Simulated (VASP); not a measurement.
# PbS (P1) in VASP: a series of runs

PbS is run at these levels: PBE; tasks: single point.

Program: VASP 6.6.1. These are calculated values, not measurements. Logs are shortened: lines on timing, memory, paths and dates and some standing lists are left out, and cuts for length are marked.

## 1. The cell of the first run

The typed cell holds 16 atoms: a = 8.282 Å, b = 8.288 Å, c = 8.664 Å, α = 76.18°, β = 61.45°, γ = 60.02°.

## 2. Single point, PBE (dynamics (nvt nose hoover) at 800 K, volume x 1.02, from the last frame before)

File INCAR:

```
PREC     = Accurate       # precision mode
ENCUT    = 520            # plane-wave cutoff, eV
EDIFF    = 1E-6           # SCF threshold, eV
ISMEAR   = -1             # smearing method
SIGMA    = 0.0689         # smearing width, eV
LREAL    = Auto         
LASPH    = True           # aspherical terms in the spheres
NELM     = 100            # most SCF steps
ALGO     = Normal         # electronic algorithm
ISIF     = 2              # what is computed and relaxed
LWAVE    = False          # write WAVECAR
LCHARG   = False          # write CHGCAR
GGA      = PE             # functional
NBANDS   = 94             # bands
```

File KPOINTS:

```
Automatic mesh
0
Gamma
  2 2 2
  0.5 0.5 0.5
```

File POSCAR:

```
PbS
1.0
    8.2822574736      0.0000000000      0.0000000000
    4.1411287368     -7.1788894331      0.0000000000
    4.1411287368      0.0000000000     -7.6100120583
Pb S
8 8
Direct
    0.7478991816      0.4845838667      0.5005411254
    0.7425335348     -0.0042662588      0.5093964333
    0.2493843167      0.4913842222      0.5261458155
    0.2355040527     -0.0053261720      0.5249784060
    0.4844789832      0.5005413488      0.0225279538
    0.5049543543      0.9927167797      0.0034512429
    0.9961808454      0.5136534048      0.0090974889
    0.9917964218      1.0062294548      0.0242291338
    0.5114037133      0.1901986390      0.2999922973
    0.4653602692      0.6920347564      0.3103343309
    0.0122899422      0.1797652704      0.2931322556
    0.0145793950      0.6814625083      0.2821580286
    0.4424488372      0.8360801564      0.7826137402
    0.4153854448      0.3512295354      0.8060674481
    0.9547768979      0.8394128446      0.7876297638
    0.9161153970      0.3621979450      0.8064096289
```

Potentials or basis: VASP PAW PBE potentials, release 64 (Pb_d, S).

The run is started by

```sh
> cat potpaw_PBE.64/Pb_d/POTCAR potpaw_PBE.64/S/POTCAR > POTCAR
> mpirun -np 1 vasp_std > vasp.out
```

OUTCAR:

```text
PREC = Accurate
   ENCUT = 520
   EDIFF = 1E-6
   ISMEAR = -1
   LREAL = Auto
   LASPH = True
   NELM = 100
   ISIF = 2
   GGA = PE

 ion  position               nearest neighbor table
   1  0.748  0.485  0.501-  11 2.70  12 3.04  10 3.08  14 3.24  16 3.29  13 3.31   7 3.75   5 3.97
                             3 4.00   2 4.06   4 4.11
   2  0.743  0.996  0.509-  12 2.84   9 2.90  11 2.98  13 3.11  15 3.30  14 3.41   8 3.69   6 3.76
                             1 4.06   3 4.07
   3  0.249  0.491  0.526-   9 2.76  10 2.78  14 3.06  16 3.16  12 3.16  15 3.20   7 3.68   5 3.83
                             1 4.00   2 4.07   4 4.11
   4  0.236  0.995  0.525-  10 2.73  15 2.96  11 3.01   9 3.10  13 3.11  16 3.40   8 3.80   6 3.97
                             1 4.11   3 4.11
   5  0.484  0.501  0.023-  16 2.85  14 2.87  13 3.02   9 3.07  12 3.14  10 3.17   3 3.83   1 3.97
                             7 4.05   6 4.13   8 4.13
   6  0.505  0.993  0.003-  13 2.90  15 2.96  14 2.98  10 3.19  11 3.33   9 3.39   2 3.76   4 3.97
                             7 4.03   8 4.11   5 4.13
   7  0.996  0.514  0.009-  14 2.75  16 2.85  15 2.88  12 3.11  11 3.23   3 3.68   1 3.75   6 4.03
                             5 4.05   8 4.10
   8  0.992  0.006  0.024-  15 2.93  13 3.00  16 3.05  12 3.05  11 3.12   9 3.23   2 3.69   4 3.80
                             7 4.10   6 4.11   5 4.13
   9  0.511  0.190  0.300-   3 2.76   2 2.90   5 3.07   4 3.10   8 3.23   6 3.39
  10  0.465  0.692  0.310-   4 2.73   3 2.78   1 3.08   5 3.17   6 3.19
  11  0.012  0.180  0.293-   1 2.70   2 2.98   4 3.01   8 3.12   7 3.23   6 3.33
  12  0.015  0.681  0.282-   2 2.84   1 3.04   8 3.05   7 3.11   5 3.14   3 3.16
  13  0.442  0.836  0.783-   6 2.90   8 3.00   5 3.02   4 3.11   2 3.11   1 3.31
  14  0.415  0.351  0.806-   7 2.75   5 2.87   6 2.98   3 3.06   1 3.24   2 3.41
  15  0.955  0.839  0.788-   7 2.88   8 2.93   6 2.96   4 2.96   3 3.20   2 3.30
  16  0.916  0.362  0.806-   7 2.85   5 2.85   8 3.05   3 3.16   1 3.29   4 3.40

  LATTYP: Found a face centered orthorhombic cell.
 ALAT       =     8.2822574736
 B/A-ratio  =     1.7335586236
 C/A-ratio  =     1.8376661393

  Lattice vectors:

 A1 = (  -0.0000000000,  -7.1788894331,  -7.6100120583)
 A2 = (   4.1411287368,   0.0000000000,  -7.6100120583)
 A3 = (   4.1411287368,  -7.1788894331,   0.0000000000)

Analysis of symmetry for initial positions (statically):
=====================================================================
 Subroutine PRICEL returns:
 Original cell was already a primitive cell.

 Routine SETGRP: Setting up the symmetry group for a
 face centered orthorhombic supercell.

 Subroutine GETGRP returns: Found  1 space group operations
[... 144 lines left out ...]
   POTIM  = 0.5000    time-step for ionic-motion
   TEBEG  =    0.0;   TEEND  =   0.0 temperature during run
   PSTRESS=    0.0 pullay stress
   NELECT =     160.0000    total number of electrons
   NUPDOWN=      -1.0000    fix difference up-down
   EMIN   =  10.00;   EMAX   =-10.00  energy-range for DOS
   EFERMI =   0.00;   METHOD = LEGACY
   ISMEAR =    -1;   SIGMA  =   0.07  broadening in eV -4-tet -1-fermi 0-gaus
   EFERMI_NEDOS =   21; number of points for ismear=-14 and -15
   IALGO  =     38    algorithm
   IMIX   =      4    mixing-type and parameters
     AMIX     =   0.40;   BMIX     =  1.00
     AMIX_MAG =   1.60;   BMIX_MAG =  1.00
  volume/ion in A,a.u.               =      28.28       190.84
  Fermi-wavevector in a.u.,A,eV,Ry     =   1.157669  2.187677 18.234492  1.340197
  Thomas-Fermi vector in A             =   2.294278
   LORBIT       =      0    0 simple, 1 ext, 2 COOP (PROOUT), +10 PAW based schemes
   GGA     = PE    functional components
   LHFCALC =     F    Hartree Fock is set to
   AEXX    =    0.0000 exact exchange contribution
   IVDW    =     0    specifies the selected vdW correction
   LEPSILON=     F    determine dielectric tensor
   LRPA    =     F    only Hartree local field effects (RPA)
 non-spin polarized calculation
  energy-cutoff  :      520.00
  volume of cell :      452.47
 maximum number of plane-waves:     12194
 NGX is ok and might be reduce to    64
   NGX = 31   NGY = 31   NGZ = 33

 number of electron     159.9999998 magnetization

 Free energy of the ion-electron system (eV)
  ---------------------------------------------------
  ext. energy  EPLUGINS =         0.00000000
  ---------------------------------------------------
  free energy    TOTEN  =       -68.81001471 eV

  energy without entropy =      -68.80975841  energy(sigma->0) =      -68.80988656

 E-fermi :   5.1964     XC(G=0):  -9.2754

 val. band max:        4.6577925920   @ k =   0.2500  -0.2500   0.5000
 cond. band min:       5.7391608663   @ k =  -0.2500  -0.2500   0.2500
 fundamental gap:      1.0813682743
 Fermi energy:         5.1963647112

 k-point     1 :       0.2500    0.2500    0.2500
  band No.  band energies     occupation
      1     -12.1577      2.00000
      2     -12.1497      2.00000
      3     -12.1314      2.00000
      4     -12.1218      2.00000
      5     -12.1202      2.00000
      6     -12.0573      2.00000
[... 1509 lines left out ...]
     91       7.9317      0.00000
     92       8.1999      0.00000
 [bands above 92 left out]

------------------------ aborting loop because EDIFF is reached ----------------------------------------

  FORCE on cell =-STRESS in cart. coord.  units (eV):
  Direction    XX          YY          ZZ          XY          YZ          ZX
  --------------------------------------------------------------------------------------
  -------------------------------------------------------------------------------------
  Total       -0.6975009      0.7059579     -2.6453732     -0.7723367      2.3184668      0.5164423
  in kB       -2.4698128      2.4997583     -9.3671223     -2.7348021      8.2095648      1.8286940
  external PRESSURE =      -3.1123923 kB  Pullay stress =       0.0000000 kB

 VOLUME and BASIS-vectors are now :
 -----------------------------------------------------------------------------
  energy-cutoff  :      520.00
  volume of cell :      452.47
      direct lattice vectors                 reciprocal lattice vectors
     8.282257474  0.000000000  0.000000000     0.120740028  0.069648656  0.065702918
     4.141128737 -7.178889433  0.000000000     0.000000000 -0.139297312  0.000000000
     4.141128737  0.000000000 -7.610012058     0.000000000  0.000000000 -0.131405836

 POSITION                                       TOTAL-FORCE (eV/Angst)
 -----------------------------------------------------------------------------------
     10.27382     -3.47877     -3.80912         0.210298     -0.586149     -0.176080
     12.38279     -7.14826     -3.87651        -0.034973      0.106962      0.118719
      6.27919     -3.52759     -4.00398        -0.444220     -0.210478     -0.001128
      8.24358     -7.14065     -3.99509         0.094560     -0.351930     -0.003785
      6.17868     -3.59333     -0.17144         0.196540     -0.170400      0.107028
      8.30742     -7.12660     -0.02626        -0.104220     -0.073179      0.085167
[... 8 lines left out ...]
     14.64550     -6.02605     -5.99387        -0.303868     -0.188691     -0.259151
     12.42686     -2.60018     -6.13679        -0.172137      0.317908      0.060168
 -----------------------------------------------------------------------------------
    total drift:                                0.004546     -0.003018     -0.005186

  FREE ENERGIE OF THE ION-ELECTRON SYSTEM (eV)
  ---------------------------------------------------
  free  energy   TOTEN  =       -68.8100147092 eV

  energy  without entropy=      -68.8097584078  energy(sigma->0) =      -68.80988656
```

Wall time 11 min (1 thread of Intel Xeon 6975P-C (Granite Rapids), shared host); peak memory 0.78 GiB.

Results:

| Item | Value |
| --- | --- |
| Free energy | -68.8100 eV |
| Pressure | -0.3 GPa |
| Largest force | 0.696 eV/Å |
| Band gap on the k mesh | 1.08 eV, indirect (least direct gap 1.41 eV) |

Forces on the atoms (eV/Å):
```
Pb   0.210 -0.586 -0.176
Pb  -0.035  0.107  0.119
Pb  -0.444 -0.210 -0.001
Pb   0.095 -0.352 -0.004
Pb   0.197 -0.170  0.107
Pb  -0.104 -0.073  0.085
Pb  -0.232 -0.028 -0.137
Pb   0.044 -0.160  0.280
S    0.035  0.488  0.192
S    0.586  0.253  0.277
S    0.059  0.349  0.146
S   -0.140  0.028 -0.479
S    0.083 -0.181 -0.387
S    0.123  0.406  0.177
S   -0.304 -0.189 -0.259
S   -0.172  0.318  0.060
```

Stress tensor (GPa, compression positive):
```
-0.25 -0.27  0.18
-0.27  0.25  0.82
 0.18  0.82 -0.94
```

Levels at points of the mesh, in eV from the valence-band top:
| k point | band 78 | band 79 | band 80 | band 81 | band 82 | band 83 |
| --- | --- | --- | --- | --- | --- | --- |
| (0.25, 0.25, 0.25) | -0.98 | -0.47 | -0.12 | 1.39 | 1.61 | 1.77 |

Caveat: spin-orbit coupling is left out, which moves the levels of the heavy elements. A k mesh can miss the band edges.

## 3. Single point, PBE (dynamics (nvt nose hoover) at 800 K, volume x 1.02, from the last frame before)

File INCAR:

```
  PREC = Accurate
  ENCUT = 520
  EDIFF = 1E-6
  ISMEAR = -1
  SIGMA = 0.0689
  LREAL = Auto
  LASPH = True
  NELM = 100
  ALGO = Normal
  ISIF = 2
  LWAVE = False
  LCHARG = False
  GGA = PE
  NBANDS = 94
```

KPOINTS is that of step 2.

File POSCAR:

```
PbS
1.0
    8.2822574736      0.0000000000      0.0000000000
    4.1411287368     -7.1788894331      0.0000000000
    4.1411287368      0.0000000000     -7.6100120583
Pb S
8 8
Direct
    0.7515925661      0.4716375745      0.4880596734
    0.7426315490     -0.0108993182      0.5042288988
    0.2523351268      0.4825977656      0.5400022981
    0.2266133493     -0.0090612901      0.5376975711
    0.4753768778      0.5037646886      0.0318272820
    0.5161685333      0.9866197364     -0.0078826419
    0.9963126261      0.5299528619      0.0055538677
    0.9901934273      1.0158785795      0.0340325348
    0.5306840244      0.1900080803      0.2828367397
    0.4576381411      0.7040051316      0.2999059637
    0.0299894728      0.1748114401      0.2699364974
   -0.0000934461      0.6933933231      0.2789321467
    0.4455378805      0.8481088972      0.7743464734
    0.4201760267      0.3497928229      0.7955750863
    0.9556594616      0.8538379170      0.7792021819
    0.9025121614      0.3767573000      0.8026039845
```

Potentials or basis: VASP PAW PBE potentials, release 64 (Pb_d, S).

The run is started by

```sh
> cat potpaw_PBE.64/Pb_d/POTCAR potpaw_PBE.64/S/POTCAR > POTCAR
> mpirun -np 1 vasp_std > vasp.out
```

OUTCAR:

```text
PREC = Accurate
   ENCUT = 520
   EDIFF = 1E-6
   ISMEAR = -1
   LREAL = Auto
   LASPH = True
   NELM = 100
   ISIF = 2
   GGA = PE

 ion  position               nearest neighbor table
   1  0.752  0.472  0.488-  11 2.71  12 3.08  10 3.15  14 3.19  16 3.30   7 3.71   3 3.90   2 4.00
                             4 4.08
   2  0.743  0.989  0.504-  12 2.73   9 2.88  13 2.99  11 3.12  15 3.29  14 3.41   8 3.59   6 3.72
                             1 4.00   3 4.01   4 4.14
[... 1759 lines left out ...]
  Total        0.3770491      0.6063775     -3.0200954     -0.6398116      2.0664130      0.4213526
  in kB        1.3351104      2.1471498    -10.6939932     -2.2655381      7.3170560      1.4919867
  external PRESSURE =      -2.4039110 kB  Pullay stress =       0.0000000 kB

 VOLUME and BASIS-vectors are now :
 -----------------------------------------------------------------------------
  energy-cutoff  :      520.00
  volume of cell :      452.47
      direct lattice vectors                 reciprocal lattice vectors
     8.282257474  0.000000000  0.000000000     0.120740028  0.069648656  0.065702918
     4.141128737 -7.178889433  0.000000000     0.000000000 -0.139297312  0.000000000
     4.141128737  0.000000000 -7.610012058     0.000000000  0.000000000 -0.131405836

 POSITION                                       TOTAL-FORCE (eV/Angst)
 -----------------------------------------------------------------------------------
     10.19911     -3.38583     -3.71414         0.246330     -0.635406     -0.251493
     12.33474     -7.10064     -3.83719        -0.000374     -0.059589     -0.080573
      6.32462     -3.46452     -4.10942        -0.447209     -0.182689      0.330119
      8.20715     -7.11384     -4.09188         0.292669     -0.430115      0.301188
      6.15515     -3.61647     -0.24221         0.281514     -0.105038      0.154080
     12.46925     -7.08283     -7.55003        -0.175792     -0.277796     -0.228515
[... 8 lines left out ...]
     14.67765     -6.12961     -5.92974        -0.370064      0.214108     -0.143596
     12.35873     -2.70470     -6.10783         0.018064      0.281184      0.059223
 -----------------------------------------------------------------------------------
    total drift:                                0.004355      0.005262      0.012119

  FREE ENERGIE OF THE ION-ELECTRON SYSTEM (eV)
  ---------------------------------------------------
  free  energy   TOTEN  =       -68.4949921442 eV

  energy  without entropy=      -68.4947012759  energy(sigma->0) =      -68.49484671
```

OSZICAR:

```text
N       E                     dE             d eps       ncg     rms          rms(c)
DAV:   1     0.198413701806E+04    0.19841E+04   -0.70395E+04  3008   0.181E+03
DAV:   2     0.266027346936E+03   -0.17181E+04   -0.16748E+04  3024   0.501E+02
DAV:   3    -0.435309374773E+02   -0.30956E+03   -0.29348E+03  3786   0.237E+02
DAV:   4    -0.722185280507E+02   -0.28688E+02   -0.28265E+02  3896   0.675E+01
DAV:   5    -0.731042624788E+02   -0.88573E+00   -0.88125E+00  3696   0.121E+01    0.134E+01
DAV:   6    -0.683920206250E+02    0.47122E+01   -0.12129E+01  4502   0.129E+01    0.841E+00
DAV:   7    -0.684861197385E+02   -0.94099E-01   -0.30382E+00  4072   0.472E+00    0.466E+00
DAV:   8    -0.685174130220E+02   -0.31293E-01   -0.48206E-01  3918   0.369E+00    0.741E-01
DAV:   9    -0.684921281592E+02    0.25285E-01   -0.10770E-01  3984   0.158E+00    0.446E-01
DAV:  10    -0.684938650196E+02   -0.17369E-02   -0.11894E-02  3920   0.381E-01    0.194E-01
DAV:  11    -0.684949319878E+02   -0.10670E-02   -0.14672E-03  4352   0.152E-01    0.644E-02
DAV:  12    -0.684949908881E+02   -0.58900E-04   -0.27267E-04  4314   0.474E-02    0.488E-02
DAV:  13    -0.684949909624E+02   -0.74326E-07   -0.10760E-04  3880   0.564E-02    0.184E-02
DAV:  14    -0.684949923460E+02   -0.13836E-05   -0.10140E-05  2856   0.172E-02    0.643E-03
DAV:  15    -0.684949921442E+02    0.20174E-06   -0.18640E-06  2168   0.769E-03
   1 F= -.68494992E+02 E0= -.68494847E+02  d E =-.290868E-03
```

It took 13 min on 1 thread of Intel Xeon 6975P-C (Granite Rapids), shared host; peak memory 0.78 GiB.

Results:

* Free energy: -68.4950 eV
* Pressure: -0.2 GPa
* Largest force: 0.726 eV/Å
* Band gap on the k mesh: 1.07 eV, indirect (least direct gap 1.45 eV)

Forces on the atoms (eV/Å):
```
Pb   0.246 -0.635 -0.251
Pb   0.000 -0.060 -0.081
Pb  -0.447 -0.183  0.330
Pb   0.293 -0.430  0.301
Pb   0.282 -0.105  0.154
Pb  -0.176 -0.278 -0.229
Pb  -0.326  0.215 -0.114
Pb  -0.073 -0.297  0.314
S   -0.063  0.176 -0.022
S    0.490  0.475  0.044
S    0.179  0.058 -0.033
S   -0.110  0.349 -0.237
S   -0.048  0.025 -0.146
S    0.105  0.193  0.054
S   -0.370  0.214 -0.144
S    0.018  0.281  0.059
```

Caveat: spin-orbit coupling is left out, which moves the levels of the heavy elements.

## 4. Single point, PBE (dynamics (nvt nose hoover) at 800 K, volume x 1.02, from the last frame before)

File INCAR:

```
ALGO     = Normal         # electronic algorithm
EDIFF    = 1E-6           # SCF threshold, eV
ENCUT    = 520            # plane-wave cutoff, eV
GGA      = PE             # functional
ISIF     = 2              # what is computed and relaxed
ISMEAR   = -1             # smearing method
LASPH    = T              # aspherical terms in the spheres
LCHARG   = F              # write CHGCAR
LREAL    = Auto         
LWAVE    = F              # write WAVECAR
NBANDS   = 94             # bands
NELM     = 100            # most SCF steps
PREC     = Accurate       # precision mode
SIGMA    = 0.0689         # smearing width, eV
```

KPOINTS is that of step 3.

File POSCAR:

```
PbS
1.0
    8.2822574736      0.0000000000      0.0000000000
    4.1411287368     -7.1788894331      0.0000000000
    4.1411287368      0.0000000000     -7.6100120583
Pb S
8 8
Direct
    0.7532216789      0.4643697373      0.4777444467
    0.7419166679     -0.0170499910      0.4998155024
    0.2520877777      0.4754555745      0.5512254078
    0.2189721650     -0.0090334307      0.5481591840
    0.4685921565      0.5079352501      0.0398644572
    0.5237452081      0.9830567897     -0.0172284878
    0.9942297986      0.5444729350      0.0030994695
    0.9882326550      1.0280740592      0.0409781217
    0.5535158427      0.1789009306      0.2661676466
    0.4906389679      0.6909699677      0.2858945536
    0.0597025853      0.1644929917      0.2484038114
   -0.0158917210      0.6859983074      0.2887502652
    0.4423833129      0.8586521714      0.7736707846
    0.4368726291      0.3372726412      0.7815642018
    0.9426827785      0.8565457175      0.7771058646
    0.8982875780      0.3739980989      0.7962574768
```

The run is started by

```sh
> cat potpaw_PBE.64/Pb_d/POTCAR potpaw_PBE.64/S/POTCAR > POTCAR
> mpirun -np 1 vasp_std > vasp.out
```

Wall time 11 min (1 thread of Intel Xeon 6975P-C (Granite Rapids), shared host); peak memory 0.78 GiB.

Results (log left out):

```yaml
Free_energy: -68.2503 eV
Pressure: 0.0 GPa
Largest_force: 0.904 eV/Å
Band_gap_on_the_k_mesh: 1.04 eV, indirect (least direct gap 1.41 eV)
```

Forces in eV/Å, atoms in the order of the input:
```
Pb   0.281 -0.376 -0.188
Pb   0.082 -0.186 -0.319
Pb  -0.480 -0.138  0.544
Pb   0.273 -0.231  0.447
Pb   0.311  0.045  0.151
Pb  -0.260 -0.559 -0.661
Pb  -0.290  0.521 -0.223
Pb  -0.208 -0.206  0.449
S   -0.303 -0.237 -0.254
S    0.164  0.316 -0.192
S    0.137 -0.229 -0.370
S    0.158  0.461  0.161
S   -0.270  0.271  0.258
S    0.001 -0.147 -0.176
S    0.173  0.404  0.389
S    0.230  0.290 -0.015
```

Stress tensor (GPa, compression positive):
```
 0.62 -0.10  0.09
-0.10  0.06  0.49
 0.09  0.49 -0.82
```

Levels at points of the mesh, in eV from the valence-band top:
| k point | band 76 | band 77 | band 78 | band 79 | band 80 | band 81 | band 82 | band 83 | band 84 | band 85 |
| --- | --- | --- | --- | --- | --- | --- | --- | --- | --- | --- |
| (0.25, 0.25, 0.25) | -1.16 | -1.05 | -0.91 | -0.54 | -0.21 | 1.39 | 1.58 | 1.65 | 2.15 | 2.30 |

Caveat: spin-orbit coupling is left out, which moves the levels of the heavy elements. A k mesh can miss the band edges.
